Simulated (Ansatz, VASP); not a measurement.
# One calculation of PbS, two programs

```
Pb S
1.0
     2.07995   -5.99130   -0.01040
     2.07995    5.99130   -0.01040
    -0.02140    0.00000    4.27932
Pb S
2 2
Direct
  0.86944 0.13056 0.75000
  0.13056 0.86944 0.25000
  0.64520 0.35480 0.75000
  0.35480 0.64520 0.25000
```

Change from the starting cell: strain -0.0100 x Voigt [0, 0, 0, 0, 1, 0], atoms carried along.

Alike in both runs: task single point; functional PBEsol; k mesh 8 × 8 × 6; occupations gaussian, width 0.05 eV; no spin polarisation.

```csv
,VASP,Ansatz
version,VASP 6.6.1,Ansatz 0.2.0
potentials or method,"VASP PAW PBE potentials, release 64 (Pb_d, S), cutoff 520 eV","scalar-relativistic, plane waves, PAW"
valence electrons in the cell,40,40
```

Ansatz gave:

```
gap on the k mesh at the Fermi level (eV)                     : 1.13
least direct gap on the mesh (eV)                             : 1.32
pressure (GPa)                                                : -1.9
traceless stress, the component that is largest in VASP (GPa) : 0.53
rms of the force components (eV/Å)                            : 0.015
```

Estimate VASP's values.

gap on the k mesh at the Fermi level (eV): 1.13; least direct gap on the mesh (eV): 1.33; pressure (GPa): -1.9; traceless stress, the component that is largest in VASP (GPa): 0.53; rms of the force components (eV/Å): 0.016.

VASP's potentials were made for PBE, not for PBEsol. Atom by atom the forces differ by 0.001 eV/Å (rms over components). With one functional, cell and mesh, what is left measures potentials, basis and numerics.

Spin-orbit coupling is off throughout.
